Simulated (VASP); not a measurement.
# K (Pm-3m) in VASP: single point with r2SCAN

Aim: the single point of K with r2SCAN.

Everything below comes from runs of VASP 6.6.1. Logs are shortened: lines on timing, memory, paths and dates and some standing lists are left out, and cuts for length are marked.

## 1. The cell of the first run

It takes space group Pm-3m (No. 221, cubic). Conventional cell: a = 4.310 Å, b = 4.310 Å, c = 4.310 Å, α = 90.00°, β = 90.00°, γ = 90.00°. Within 5.7 Å of K (site symmetry m-3m) lie 6 K at 4.31 Å.

## 2. Single point, r2SCAN, collinear spin, zero start

POSCAR reads:

```
K
1.0
    4.3104394900      0.0000000000      0.0000000000
    0.0000000000      4.3104394900      0.0000000000
    0.0000000000      0.0000000000      4.3104394900
K
1
Direct
    0.0000000000      0.0000000000      0.0000000000
```

INCAR.step1 reads:

```
SYSTEM = K
PREC = Accurate
ENCUT = 520
ISMEAR = -1
SIGMA = 0.3
LREAL = .False.
LASPH = .True.
NELM = 150
ISPIN = 2
MAGMOM = 0
NBANDS = 14
GGA = PE
ALGO = Normal
EDIFF = 1E-4
LWAVE = .True.
LCHARG = .False.
```

INCAR.step2 reads:

```
SYSTEM = K
PREC = Accurate
ENCUT = 520
EDIFF = 1E-7
ISMEAR = -1
SIGMA = 0.3
LREAL = .False.
LASPH = .True.
NELM = 150
ALGO = Normal
ISIF = 2
LWAVE = .False.
LCHARG = .False.
ISPIN = 2
MAGMOM = 0
LORBIT = 11
METAGGA = R2SCAN
LMIXTAU = .True.
NBANDS = 14
ISTART = 1
```

KPOINTS reads:

```
regular mesh
0
Gamma
  3 3 3
  0 0 0
```

Potentials or basis: VASP PAW PBE potentials, release 64 (K_sv).

Launch:

```bash
$ cat potpaw_PBE.64/K_sv/POTCAR > POTCAR
$ cp INCAR.step1 INCAR
$ mpirun -np 1 vasp_std > vasp.out
$ cp INCAR.step2 INCAR
$ mpirun -np 1 vasp_std > vasp.out
```

OUTCAR:

```text
SYSTEM = K
   PREC = Accurate
   ENCUT = 520
   EDIFF = 1E-7
   ISMEAR = -1
   LREAL = .False.
   LASPH = .True.
   NELM = 150
   ISIF = 2
   ISPIN = 2
   LORBIT = 11
   METAGGA = R2SCAN
   ISTART = 1

 ion  position               nearest neighbor table
   1  0.000  0.000  0.000-

  LATTYP: Found a simple cubic cell.
 ALAT       =     4.3104394900

  Lattice vectors:

 A1 = (   4.3104394900,   0.0000000000,   0.0000000000)
 A2 = (   0.0000000000,   4.3104394900,   0.0000000000)
 A3 = (   0.0000000000,   0.0000000000,   4.3104394900)

Analysis of symmetry for initial positions (statically):
=====================================================================
 Subroutine PRICEL returns:
 Original cell was already a primitive cell.

 Routine SETGRP: Setting up the symmetry group for a
 simple cubic supercell.

 Subroutine GETGRP returns: Found 48 space group operations
 (whereof 48 operations were pure point group operations)
 out of a pool of 48 trial point group operations.

The static configuration has the point symmetry O_h .

Analysis of symmetry for dynamics (positions and initial velocities):
=====================================================================
 Subroutine PRICEL returns:
 Original cell was already a primitive cell.

 Routine SETGRP: Setting up the symmetry group for a
 simple cubic supercell.

 Subroutine GETGRP returns: Found 48 space group operations
 (whereof 48 operations were pure point group operations)
 out of a pool of 48 trial point group operations.

The dynamic configuration has the point symmetry O_h .

Analysis of structural, dynamic, and magnetic symmetry:
=====================================================================
 Subroutine PRICEL returns:
 Original cell was already a primitive cell.

 Routine SETGRP: Setting up the symmetry group for a
 simple cubic supercell.

 Subroutine GETGRP returns: Found 48 space group operations
 (whereof 48 operations were pure point group operations)
 out of a pool of 48 trial point group operations.

The overall configuration has the point symmetry O_h .

 Subroutine INISYM returns: Found 48 space group operations
 (whereof 48 operations are pure point group operations),
 and found     1 'primitive' translations

----------------------------------------------------------------------------------------

                                     Primitive cell

  volume of cell :      80.0875

  direct lattice vectors                    reciprocal lattice vectors
     4.310439490  0.000000000  0.000000000     0.231994905  0.000000000  0.000000000
     0.000000000  4.310439490  0.000000000     0.000000000  0.231994905  0.000000000
     0.000000000  0.000000000  4.310439490     0.000000000  0.000000000  0.231994905

  length of vectors
     4.310439490  4.310439490  4.310439490     0.231994905  0.231994905  0.231994905

[... 103 lines left out ...]

 E-fermi :  -0.3499     XC(G=0):  -5.6809

 val. band max:       -0.3722073221   @ k =   0.3333   0.3333   0.0000
 cond. band min:       0.4808331737   @ k =   0.3333   0.3333   0.3333
 fundamental gap:      0.8530404958
 Fermi energy:        -0.3499436851

 spin component 1

 k-point     1 :       0.0000    0.0000    0.0000
  band No.  band energies     occupation
      1     -34.1295      1.00000
      2     -16.7946      1.00000
      3     -16.7946      1.00000
      4     -16.7946      1.00000
      5      -2.3880      0.99888
      6       3.0078      0.00001
      7       3.0078      0.00001
      8       6.4388      0.00000
      9       6.4388      0.00000
     10       6.4388      0.00000
     11       6.6765      0.00000
     12       6.6765      0.00000
     13       6.6765      0.00000
     14       8.7589      0.00000
[... 36 lines left out ...]
  band No.  band energies     occupation
      1     -34.1206      1.00000
      2     -16.8426      1.00000
      3     -16.8405      1.00000
      4     -16.8405      1.00000
      5       0.4808      0.05901
      6       2.5474      0.00006
      7       2.5474      0.00006
      8       3.6319      0.00000
      9       4.4889      0.00000
     10       4.4889      0.00000
     11       6.5652      0.00000
     12       7.7405      0.00000
     13       7.7405      0.00000
     14       8.7087      0.00000
 Fermi energy:        -0.3499436851

 spin component 2

 k-point     1 :       0.0000    0.0000    0.0000
  band No.  band energies     occupation
      1     -34.1295      1.00000
      2     -16.7946      1.00000
      3     -16.7946      1.00000
      4     -16.7946      1.00000
      5      -2.3880      0.99888
      6       3.0078      0.00001
      7       3.0078      0.00001
      8       6.4388      0.00000
      9       6.4388      0.00000
     10       6.4388      0.00000
     11       6.6765      0.00000
     12       6.6765      0.00000
     13       6.6765      0.00000
     14       8.7589      0.00000
[... 37 lines left out ...]
      1     -34.1206      1.00000
      2     -16.8426      1.00000
      3     -16.8405      1.00000
      4     -16.8405      1.00000
      5       0.4809      0.05900
      6       2.5474      0.00006
      7       2.5474      0.00006
      8       3.6319      0.00000
      9       4.4890      0.00000
     10       4.4890      0.00000
     11       6.5652      0.00000
     12       7.7405      0.00000
     13       7.7405      0.00000
     14       8.7087      0.00000

------------------------ aborting loop because EDIFF is reached ----------------------------------------

  FORCE on cell =-STRESS in cart. coord.  units (eV):
  Direction    XX          YY          ZZ          XY          YZ          ZX
  --------------------------------------------------------------------------------------
  -------------------------------------------------------------------------------------
  Total        0.0294706      0.0294706      0.0294706      0.0000000      0.0000000      0.0000000
  in kB        0.5895695      0.5895695      0.5895695      0.0000000      0.0000000      0.0000000
  external PRESSURE =       0.5895695 kB  Pullay stress =       0.0000000 kB

 VOLUME and BASIS-vectors are now :
 -----------------------------------------------------------------------------
  energy-cutoff  :      520.00
  volume of cell :       80.09
      direct lattice vectors                 reciprocal lattice vectors
     4.310439490  0.000000000  0.000000000     0.231994905  0.000000000  0.000000000
     0.000000000  4.310439490  0.000000000     0.000000000  0.231994905  0.000000000
     0.000000000  0.000000000  4.310439490     0.000000000  0.000000000  0.231994905

 POSITION                                       TOTAL-FORCE (eV/Angst)
 -----------------------------------------------------------------------------------
      0.00000      0.00000      0.00000         0.000000      0.000000      0.000000
 -----------------------------------------------------------------------------------
    total drift:                               -0.000000     -0.000000      0.000000

  FREE ENERGIE OF THE ION-ELECTRON SYSTEM (eV)
  ---------------------------------------------------
  free  energy   TOTEN  =        -6.0130849876 eV

  energy  without entropy=       -5.7630423554  energy(sigma->0) =       -5.88806367

 total charge

# of ion       s       p       d       tot
------------------------------------------
    1        1.976   5.661   0.006   7.643

 magnetization (x)

# of ion       s       p       d       tot
------------------------------------------
    1        0.000   0.000   0.000   0.000
```

OSZICAR.step1:

```text
N       E                     dE             d eps       ncg     rms          rms(c)
DAV:   1     0.466227301476E+02    0.46623E+02   -0.31357E+03   224   0.469E+02
DAV:   2     0.621528458506E+00   -0.46001E+02   -0.44474E+02   290   0.151E+02
DAV:   3    -0.100384401551E+01   -0.16254E+01   -0.16176E+01   342   0.214E+01
DAV:   4    -0.106094696938E+01   -0.57103E-01   -0.56896E-01   274   0.300E+00
DAV:   5    -0.106130056480E+01   -0.35360E-03   -0.35359E-03   332   0.251E-01    0.192E+00
DAV:   6    -0.106069036960E+01    0.61020E-03   -0.11855E-03   294   0.167E-01    0.119E+00
DAV:   7    -0.106030329671E+01    0.38707E-03   -0.28795E-03   270   0.254E-01    0.750E-02
DAV:   8    -0.106035848547E+01   -0.55189E-04   -0.20384E-04   262   0.118E-01
   1 F= -.10603585E+01 E0= -.93065756E+00  d E =-.259402E+00  mag=    -0.0001
```

Wall time 26 s (1 thread of Intel Xeon Platinum 8488C (Sapphire Rapids), shared host); peak memory 0.2 GiB.

What came out:

| Item | Value |
| --- | --- |
| Free energy | -6.0131 eV |
| Pressure | 0.1 GPa |
| Net moment | 0.00 μB per cell |
| Valence electrons inside the program's atomic spheres | K 7.64 |

Caveat: the k points lie up to 0.49 Å⁻¹ apart; the PAW data sets were made with another functional, which shifts forces and pressure a little.
